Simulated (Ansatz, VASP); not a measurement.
# Two plane-wave programs on ZnS

```
CELL_PARAMETERS angstrom
3.81200 0.00000 0.00000
-1.90600 3.30129 0.00000
0.00000 0.00000 18.68999
ATOMIC_POSITIONS crystal
Zn 0.33333 0.66667 0.83333
Zn 0.66667 0.33333 0.33333
Zn 0.66667 0.33333 0.66667
Zn 0.33333 0.66667 0.16667
Zn 0.00000 0.00000 0.50000
Zn 0.00000 0.00000 0.00000
S 0.33333 0.66667 0.95833
S 0.66667 0.33333 0.45833
S 0.66667 0.33333 0.79167
S 0.33333 0.66667 0.29167
S 0.00000 0.00000 0.62500
S 0.00000 0.00000 0.12500
```

Alike in both runs: task relaxation of cell and atoms; functional revPBE; dispersion D4; k mesh 8 × 8 × 2; occupations fermi-dirac, width 0.05 eV; no spin polarisation.

|  | VASP | Ansatz |
| --- | --- | --- |
| version | VASP 6.6.1 | Ansatz 0.2.0 |
| potentials or method | VASP PAW PBE potentials, release 64 (Zn, S) | Ansatz PAW |
| plane-wave cutoff (eV) | 600 | 420 |
| valence electrons in the cell | 108 | 108 |

Ansatz gave:

- relaxed volume (Å³/atom): 19.22
- relaxed cell length with the largest relative difference (Å): 3.786

Question: Which values does VASP return?

Answer: Relaxed volume (Å³/atom): 19.27; relaxed cell length with the largest relative difference (Å): 3.789.

VASP's potentials were made for PBE, not for revPBE.

Noted on Ansatz's run: the plane-wave basis is chosen anew once the cell has moved, so the energies of steps on either side of that aren't comparable.
